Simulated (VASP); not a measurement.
# SiMo3 (Pm-3n) in VASP: single point with PBE

Aim: the single point of SiMo3 with PBE.

All numbers are computed with VASP 6.6.1; they aren't measurements. Logs are shortened: lines on timing, memory, paths and dates and some standing lists are left out, and cuts for length are marked.

### Step 1. The cell of the first run

The structure is cubic, space group Pm-3n (No. 223). The conventional cell has a = 4.889 Å, b = 4.889 Å, c = 4.889 Å, α = 90.00°, β = 90.00°, γ = 90.00°. Within 3.6 Å of Si (site symmetry m-3) lie 12 Mo at 2.73 Å. Mo (site symmetry -4m2) has 10 Mo at 2.44 to 2.99 Å and 4 Si at 2.73 Å within 3.2 Å.

### Step 2. Single point, PBE

INCAR reads:

```
PREC = Accurate
ENCUT = 520
EDIFF = 1E-6
ISMEAR = -1
SIGMA = 0.05
LREAL = F
LASPH = T
NELM = 100
ALGO = Normal
ISIF = 2
LWAVE = F
LCHARG = F
GGA = PE
NBANDS = 56
```

KPOINTS reads:

```
Automatic mesh
0
Gamma
  7 7 7
```

POSCAR reads:

```
SiMo3
1.0
    4.8890000000      0.0000000000      0.0000000000
    0.0000000000      4.8890000000      0.0000000000
    0.0000000000      0.0000000000      4.8890000000
Si Mo
2 6
Direct
    0.0000000000      0.0000000000      0.0000000000
    0.5000000000      0.5000000000      0.5000000000
    0.2500000000      0.0000000000      0.5000000000
    0.5000000000      0.7500000000      0.0000000000
    0.7500000000      0.0000000000      0.5000000000
    0.5000000000      0.2500000000      0.0000000000
    0.0000000000      0.5000000000      0.7500000000
    0.0000000000      0.5000000000      0.2500000000
```

Potentials or basis: VASP PAW PBE potentials, release 64 (Si, Mo_sv).

Started as:

```console
> cat potpaw_PBE.64/Si/POTCAR potpaw_PBE.64/Mo_sv/POTCAR > POTCAR
> mpirun -np 1 vasp_std > vasp.out
```

OUTCAR:

```text
PREC = Accurate
   ENCUT = 520
   EDIFF = 1E-6
   ISMEAR = -1
   LREAL = F
   LASPH = T
   NELM = 100
   ISIF = 2
   GGA = PE

 ion  position               nearest neighbor table
   1  0.000  0.000  0.000-   3 2.73   4 2.73   5 2.73   6 2.73   7 2.73   8 2.73   3 2.73   5 2.73
                             7 2.73   8 2.73   4 2.73   6 2.73
   2  0.500  0.500  0.500-   3 2.73   4 2.73   5 2.73   6 2.73   7 2.73   8 2.73   4 2.73   6 2.73
                             3 2.73   5 2.73   7 2.73   8 2.73
   3  0.250  0.000  0.500-   5 2.44   5 2.44   1 2.73   1 2.73   2 2.73   2 2.73   8 2.99   4 2.99
                             4 2.99   6 2.99   6 2.99   7 2.99   8 2.99   7 2.99
   4  0.500  0.750  0.000-   6 2.44   6 2.44   1 2.73   2 2.73   2 2.73   1 2.73   8 2.99   5 2.99
                             3 2.99   5 2.99   3 2.99   7 2.99   7 2.99   8 2.99
   5  0.750  0.000  0.500-   3 2.44   3 2.44   1 2.73   1 2.73   2 2.73   2 2.73   8 2.99   4 2.99
                             4 2.99   6 2.99   6 2.99   7 2.99   8 2.99   7 2.99
   6  0.500  0.250  0.000-   4 2.44   4 2.44   1 2.73   2 2.73   2 2.73   1 2.73   8 2.99   3 2.99
                             3 2.99   5 2.99   5 2.99   7 2.99   7 2.99   8 2.99
   7  0.000  0.500  0.750-   8 2.44   8 2.44   1 2.73   2 2.73   1 2.73   2 2.73   3 2.99   4 2.99
                             5 2.99   3 2.99   5 2.99   6 2.99   4 2.99   6 2.99
   8  0.000  0.500  0.250-   7 2.44   7 2.44   1 2.73   2 2.73   1 2.73   2 2.73   3 2.99   4 2.99
                             5 2.99   3 2.99   5 2.99   6 2.99   4 2.99   6 2.99

  LATTYP: Found a simple cubic cell.
 ALAT       =     4.8890000000

  Lattice vectors:

 A1 = (   4.8890000000,   0.0000000000,   0.0000000000)
 A2 = (   0.0000000000,   4.8890000000,   0.0000000000)
 A3 = (   0.0000000000,   0.0000000000,   4.8890000000)

Analysis of symmetry for initial positions (statically):
=====================================================================
 Subroutine PRICEL returns:
 Original cell was already a primitive cell.

 Routine SETGRP: Setting up the symmetry group for a
 simple cubic supercell.

 Subroutine GETGRP returns: Found 48 space group operations
 (whereof 24 operations were pure point group operations)
 out of a pool of 48 trial point group operations.

The static configuration has the point symmetry T_h .
 The point group associated with its full space group is O_h .

Analysis of symmetry for dynamics (positions and initial velocities):
=====================================================================
 Subroutine PRICEL returns:
 Original cell was already a primitive cell.

 Routine SETGRP: Setting up the symmetry group for a
 simple cubic supercell.

 Subroutine GETGRP returns: Found 48 space group operations
 (whereof 24 operations were pure point group operations)
 out of a pool of 48 trial point group operations.

The dynamic configuration has the point symmetry T_h .
 The point group associated with its full space group is O_h .

 Subroutine INISYM returns: Found 48 space group operations
 (whereof 24 operations are pure point group operations),
 and found     1 'primitive' translations

----------------------------------------------------------------------------------------

                                     Primitive cell

  volume of cell :     116.8584

  direct lattice vectors                    reciprocal lattice vectors
     4.889000000  0.000000000  0.000000000     0.204540806  0.000000000  0.000000000
     0.000000000  4.889000000  0.000000000     0.000000000  0.204540806  0.000000000
     0.000000000  0.000000000  4.889000000     0.000000000  0.000000000  0.204540806

  length of vectors
     4.889000000  4.889000000  4.889000000     0.204540806  0.204540806  0.204540806

  position of ions in fractional coordinates (direct lattice)
     0.000000000  0.000000000  0.000000000
     0.500000000  0.500000000  0.500000000
     0.250000000  0.000000000  0.500000000
     0.500000000  0.750000000  0.000000000
     0.750000000  0.000000000  0.500000000
     0.500000000  0.250000000  0.000000000
     0.000000000  0.500000000  0.750000000
     0.000000000  0.500000000  0.250000000

  ion indices of the primitive-cell ions
   primitive index   ion index
                 1           1
                 2           2
                 3           3
                 4           4
                 5           5
                 6           6
                 7           7
                 8           8

----------------------------------------------------------------------------------------

 KPOINTS: Automatic mesh

Automatic generation of k-mesh.
 Grid dimensions read from file:
 generate k-points for:    7    7    7

 Generating k-lattice:

  Cartesian coordinates                     Fractional coordinates (reciprocal lattice)
     0.029220115  0.000000000  0.000000000     0.142857143  0.000000000  0.000000000
     0.000000000  0.029220115  0.000000000     0.000000000  0.142857143  0.000000000
     0.000000000  0.000000000  0.029220115     0.000000000  0.000000000  0.142857143

  Length of vectors
     0.029220115  0.029220115  0.029220115

  Shift w.r.t. Gamma in fractional coordinates (k-lattice)
     0.000000000  0.000000000  0.000000000

 Subroutine IBZKPT returns following result:
 ===========================================

 Found     20 irreducible k-points:

 Following reciprocal coordinates:
            Coordinates               Weight
  0.000000  0.000000  0.000000      1.000000
  0.142857  0.000000  0.000000      6.000000
  0.285714  0.000000  0.000000      6.000000
  0.428571  0.000000  0.000000      6.000000
  0.142857  0.142857  0.000000     12.000000
  0.285714  0.142857  0.000000     24.000000
[... 12 lines left out ...]
  0.428571  0.428571  0.285714     24.000000
  0.428571  0.428571  0.428571      8.000000
   k-points           NKPTS =     20   k-points in BZ     NKDIM =     20   number of bands    NBANDS=     56
   number of dos      NEDOS =    301   number of ions     NIONS =      8
   total plane-waves  NPLWV =  46656
   dimension x,y,z NGX =    36 NGY =   36 NGZ =   36
   dimension x,y,z NGXF=    72 NGYF=   72 NGZF=   72
   ions per type =               2   6
   NGX,Y,Z   is equivalent  to a cutoff of  12.24, 12.24, 12.24 a.u.
   NGXF,Y,Z  is equivalent  to a cutoff of  24.48, 24.48, 24.48 a.u.
 SYSTEM =  unknown system
   PREC   = accura    normal or accurate (medium, high low for compatibility)
   ISTART =      0    job   : 0-new  1-cont  2-samecut
   ICHARG =      2    charge: 1-file 2-atom 10-const
   ISPIN  =      1    spin polarized calculation?
   LNONCOLLINEAR =      F non collinear calculations
   LSORBIT =      F    spin-orbit coupling
   LASPH  =      T    aspherical Exc in radial PAW
   ENCUT  =  520.0 eV  38.22 Ry    6.18 a.u.   9.09  9.09  9.09*2*pi/ulx,y,z
   NELM   =    100;   NELMIN=  2; NELMDL= -5     # of ELM steps
   EDIFF  = 0.1E-05   stopping-criterion for ELM
   LREAL  =      F    real-space projection
   EDIFFG = 0.1E-04   stopping-criterion for IOM
   NSW    =      0    number of steps for IOM
   IBRION =     -1    ionic relax: 0-MD 1-quasi-New 2-CG
   NFREE  =      0    steps in history (QN), initial steepest desc. (CG)
   ISIF   =      2    stress and relaxation
   ISYM   =      2    0-nonsym 1-usesym 2-fastsym
   POTIM  = 0.5000    time-step for ionic-motion
   TEBEG  =    0.0;   TEEND  =   0.0 temperature during run
   PSTRESS=    0.0 pullay stress
   NELECT =      92.0000    total number of electrons
   NUPDOWN=      -1.0000    fix difference up-down
   EMIN   =  10.00;   EMAX   =-10.00  energy-range for DOS
   EFERMI =   0.00;   METHOD = LEGACY
   ISMEAR =    -1;   SIGMA  =   0.05  broadening in eV -4-tet -1-fermi 0-gaus
   EFERMI_NEDOS =   21; number of points for ismear=-14 and -15
   IALGO  =     38    algorithm
   IMIX   =      4    mixing-type and parameters
     AMIX     =   0.40;   BMIX     =  1.00
     AMIX_MAG =   1.60;   BMIX_MAG =  1.00
  volume/ion in A,a.u.               =      14.61        98.57
  Fermi-wavevector in a.u.,A,eV,Ry     =   1.511648  2.856601 31.090405  2.285080
  Thomas-Fermi vector in A             =   2.621677
   LORBIT       =      0    0 simple, 1 ext, 2 COOP (PROOUT), +10 PAW based schemes
   GGA     = PE    functional components
   LHFCALC =     F    Hartree Fock is set to
   AEXX    =    0.0000 exact exchange contribution
   IVDW    =     0    specifies the selected vdW correction
   LEPSILON=     F    determine dielectric tensor
   LRPA    =     F    only Hartree local field effects (RPA)
 non-spin polarized calculation
  energy-cutoff  :      520.00
  volume of cell :      116.86
 maximum number of plane-waves:      3162
   NGX = 19   NGY = 19   NGZ = 19

 number of electron      91.9999979 magnetization

 Free energy of the ion-electron system (eV)
  ---------------------------------------------------
  ext. energy  EPLUGINS =         0.00000000
  ---------------------------------------------------
  free energy    TOTEN  =       -79.01814433 eV

  energy without entropy =      -78.98827589  energy(sigma->0) =      -79.00321011

 E-fermi :  12.7717     XC(G=0): -13.1128

 val. band max:       12.7595349665   @ k =   0.4286   0.2857   0.1429
 cond. band min:      12.7795395840   @ k =   0.4286   0.1429   0.1429
 fundamental gap:      0.0200046175
 Fermi energy:        12.7717257364

 k-point     1 :       0.0000    0.0000    0.0000
  band No.  band energies     occupation
      1     -48.5126      2.00000
      2     -48.3970      2.00000
      3     -48.3970      2.00000
      4     -48.0663      2.00000
      5     -48.0663      2.00000
      6     -48.0663      2.00000
[... 48 lines left out ...]
     55      15.5051      0.00000
     56      15.5103      0.00000

 k-point     2 :       0.1429    0.0000    0.0000
  band No.  band energies     occupation
      1     -48.5034      2.00000
      2     -48.4013      2.00000
      3     -48.3848      2.00000
      4     -48.0848      2.00000
      5     -48.0663      2.00000
      6     -48.0663      2.00000
[... 1055 lines left out ...]
  band No.  band energies     occupation
      1     -48.3063      2.00000
      2     -48.2910      2.00000
      3     -48.2910      2.00000
      4     -48.2161      2.00000
      5     -48.2161      2.00000
      6     -48.2066      2.00000
[... 48 lines left out ...]
     55      14.4339      0.00000
     56      14.7655      0.00000

------------------------ aborting loop because EDIFF is reached ----------------------------------------

  FORCE on cell =-STRESS in cart. coord.  units (eV):
  Direction    XX          YY          ZZ          XY          YZ          ZX
  --------------------------------------------------------------------------------------
  -------------------------------------------------------------------------------------
  Total        2.1269410      2.1269410      2.1269410      0.0000000     -0.0000000      0.0000000
  in kB       29.1612350     29.1612350     29.1612350      0.0000000     -0.0000000      0.0000000
  external PRESSURE =      29.1612350 kB  Pullay stress =       0.0000000 kB

 VOLUME and BASIS-vectors are now :
 -----------------------------------------------------------------------------
  energy-cutoff  :      520.00
  volume of cell :      116.86
      direct lattice vectors                 reciprocal lattice vectors
     4.889000000  0.000000000  0.000000000     0.204540806  0.000000000  0.000000000
     0.000000000  4.889000000  0.000000000     0.000000000  0.204540806  0.000000000
     0.000000000  0.000000000  4.889000000     0.000000000  0.000000000  0.204540806

 POSITION                                       TOTAL-FORCE (eV/Angst)
 -----------------------------------------------------------------------------------
      0.00000      0.00000      0.00000        -0.000000     -0.000000      0.000000
      2.44450      2.44450      2.44450        -0.000000     -0.000000      0.000000
      1.22225      0.00000      2.44450        -0.000000      0.000000      0.000000
      2.44450      3.66675      0.00000        -0.000000     -0.000000     -0.000000
      3.66675      0.00000      2.44450         0.000000     -0.000000     -0.000000
      2.44450      1.22225      0.00000         0.000000      0.000000      0.000000
      0.00000      2.44450      3.66675        -0.000000     -0.000000     -0.000000
      0.00000      2.44450      1.22225        -0.000000     -0.000000      0.000000
 -----------------------------------------------------------------------------------
    total drift:                                0.000000      0.000000     -0.000000

  FREE ENERGIE OF THE ION-ELECTRON SYSTEM (eV)
  ---------------------------------------------------
  free  energy   TOTEN  =       -79.0181443290 eV

  energy  without entropy=      -78.9882758864  energy(sigma->0) =      -79.00321011
```

Run time: 59 s. Hardware: 1 thread of AMD EPYC 9R45 (Zen 5), shared host; peak memory 0.22 GiB.

Results:

```
Free energy            : -79.0181 eV
Pressure               : 2.9 GPa
Band gap on the k mesh : zero (band 46 reaches 14.01 eV, above the bottom of band 47 at 12.04 eV)
```

Levels at points of the mesh, in eV from the Fermi level:
| k point | band 42 | band 43 | band 44 | band 45 | band 46 | band 47 | band 48 | band 49 |
| --- | --- | --- | --- | --- | --- | --- | --- | --- |
| (0.00, 0.00, 0.00) | -2.17 | -1.57 | -1.57 | 1.24 | 1.24 | 1.24 | 2.04 | 2.36 |
